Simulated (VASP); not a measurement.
**Zr3C2: relaxation of cell and atoms with PBE**

Zr3C2:

```
Zr C
1.0
     2.27419   -2.87237    0.00000
     2.27419    2.87237    0.00000
     0.00000    0.00000    4.90933
Zr C
3 2
Direct
  0.74670 0.74670 0.50000
  0.25330 0.25330 0.50000
  0.50000 0.50000 0.00000
  0.00000 0.50000 0.50000
  0.50000 0.00000 0.50000
```

The cell was generated, and may not be a known phase.

```json
{
 "Program": "VASP 6.6.1",
 "Task": "relaxation of cell and atoms",
 "Functional": "PBE",
 "Potentials or basis": "VASP PAW PBE potentials, release 64 (Zr_sv, C)",
 "Cutoff": "600 eV",
 "k mesh": "6 × 6 × 4",
 "Occupations": "gaussian, width 0.1 eV",
 "Spin": "no spin polarisation",
 "Dipole correction": "no",
 "Further INCAR settings": "ALGO = Normal; EDIFF = 1e-07; IBRION = 2; EDIFFG = -0.04; NSW = 90; ISIF = 3"
}
```

```yaml
Relaxed_volume: 19.08 Å³/atom
Relaxed_cell: a = 5.596 Å, b = 5.596 Å, c = 3.047 Å, α = 90.00°, β = 90.00°, γ = 89.49°
Space_group_after_relaxing_to_0.1_Å: Cmmm (No. 65)
Pressure_after_relaxing: 0.0 GPa
Largest_force_after_relaxing: 0.030 eV/Å
Band_gap_on_the_k_mesh: zero (bands 22 and 23 overlap by 1.10 eV)
```

Forces on the atoms (eV/Å):
```
Zr   0.030  0.000  0.000
Zr  -0.030  0.000  0.000
Zr   0.000  0.000  0.000
C    0.000  0.000  0.000
C    0.000  0.000  0.000
```

Stress tensor (GPa, compression positive):
```
 0.16  0.00  0.00
 0.00 -0.04  0.00
 0.00  0.00 -0.19
```

Final structure:
```cif
data_structure
_symmetry_space_group_name_H-M 'P 1'
_symmetry_Int_Tables_number 1
_cell_length_a 5.5956
_cell_length_b 5.5956
_cell_length_c 3.0472
_cell_angle_alpha 90.000
_cell_angle_beta 90.000
_cell_angle_gamma 89.494
_cell_volume 95.41
loop_
_atom_site_label
_atom_site_type_symbol
_atom_site_fract_x
_atom_site_fract_y
_atom_site_fract_z
_atom_site_occupancy
Zr1 Zr 0.83461 0.83461 0.50000 1
Zr2 Zr 0.16539 0.16539 0.50000 1
Zr3 Zr 0.50000 0.50000 0.00000 1
C1 C 0.00000 0.50000 0.50000 1
C2 C 0.50000 0.00000 0.50000 1
```

Levels at points of the mesh, in eV from the Fermi level:
| k point | band 19 | band 20 | band 21 | band 22 | band 23 | band 24 | band 25 | band 26 |
| --- | --- | --- | --- | --- | --- | --- | --- | --- |
| (0.00, 0.00, 0.00) | -1.55 | -0.66 | -0.30 | 0.03 | 0.27 | 0.51 | 1.06 | 1.40 |
| (0.50, 0.00, 0.00) | -1.86 | -1.71 | -1.56 | -0.18 | 0.31 | 0.58 | 0.81 | 1.54 |
| (0.50, 0.50, 0.00) | -1.12 | -0.95 | -0.43 | -0.06 | 0.11 | 0.44 | 0.78 | 1.79 |
| (0.00, 0.00, 0.50) | -2.40 | -1.89 | -0.24 | -0.18 | 0.14 | 1.06 | 1.71 | 1.75 |
| (0.50, 0.00, 0.50) | -1.76 | -1.57 | -1.10 | -0.95 | -0.87 | 1.25 | 1.87 | 2.15 |
| (0.50, 0.50, 0.50) | -1.83 | -1.42 | -1.26 | -0.14 | 0.38 | 0.61 | 1.15 | 1.15 |

Wall time 36 min on 1 thread of Intel(R) Xeon(R) Platinum 8488C (Sapphire Rapids) (shared host), peak memory 0.23 GiB.

Caveat: the volume moved by over 15 % at a fixed basis, so the end points are rough.
